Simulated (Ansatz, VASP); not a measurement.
## One calculation of CaO, two programs

INCAR

```
SYSTEM = CaO
PREC = Accurate
ENCUT = 520
EDIFF = 1E-6
ISMEAR = 0
SIGMA = 0.05
LREAL = .False.
LASPH = .True.
NELM = 60
ALGO = Normal
ISIF = 2
LWAVE = .False.
LCHARG = .True.
GGA = PE
LELF = .True.
LVHAR = .True.
NBANDS = 24
```

The input KPOINTS:

```
regular mesh
0
Gamma
  9 9 6
  0 0 0
```

The input POSCAR:

```
CaO
1.0
    4.2417128028      0.0000000000      0.0000000000
   -2.1208564014      3.6734310428      0.0000000000
    0.0000000000      0.0000000000      4.5140307648
Ca O
2 2
Direct
    0.3333333333      0.6666666667      0.7500000000
    0.6666666667      0.3333333333      0.2500000000
    0.3333333333      0.6666666667      0.2500000000
    0.6666666667      0.3333333333      0.7500000000
```

Input for Ansatz:

```yaml
crystal:
  lattice:
    - [4.2417128028, 0.0, 0.0]
    - [-2.1208564014, 3.6734310428, 0.0]
    - [0.0, 0.0, 4.5140307648]
  atoms:
    - { symbol: Ca, position: [0.3333333333, 0.6666666667, 0.75] }
    - { symbol: Ca, position: [0.6666666667, 0.3333333333, 0.25] }
    - { symbol: O, position: [0.3333333333, 0.6666666667, 0.25] }
    - { symbol: O, position: [0.6666666667, 0.3333333333, 0.75] }
basis:
  ecutwfc: 520.0
kpoints:
  mp_grid: { grid: [9, 9, 6] }
hamiltonian:
  xc: pbe
scf:
  occupations: { method: gaussian, width: 0.05 }
output:
  forces: true
  stress: true
  eigenvalues: true
```

Alike in both runs: task single point; functional PBE; k mesh 9 × 9 × 6; occupations gaussian, width 0.05 eV; no spin polarisation.

|  | VASP | Ansatz |
| --- | --- | --- |
| version | VASP 6.6.1 | Ansatz 0.2.0 |
| potentials or method | VASP PAW PBE potentials, release 64 (Ca_sv, O), cutoff 520 eV | scalar-relativistic, plane waves, PAW |
| valence electrons in the cell | 32 | 32 |

|  | VASP | Ansatz | Ansatz less VASP |
| --- | --- | --- | --- |
| gap on the k mesh at the Fermi level (eV) | 2.52 | 2.54 | +0.022 |
| least direct gap on the mesh (eV) | 2.52 | 2.54 | +0.022 |
| pressure (GPa) | -0.3 | -0.7 | -0.42 |
| traceless stress, the component that is largest in VASP (GPa) | 10.16 | 9.68 | -0.476 |
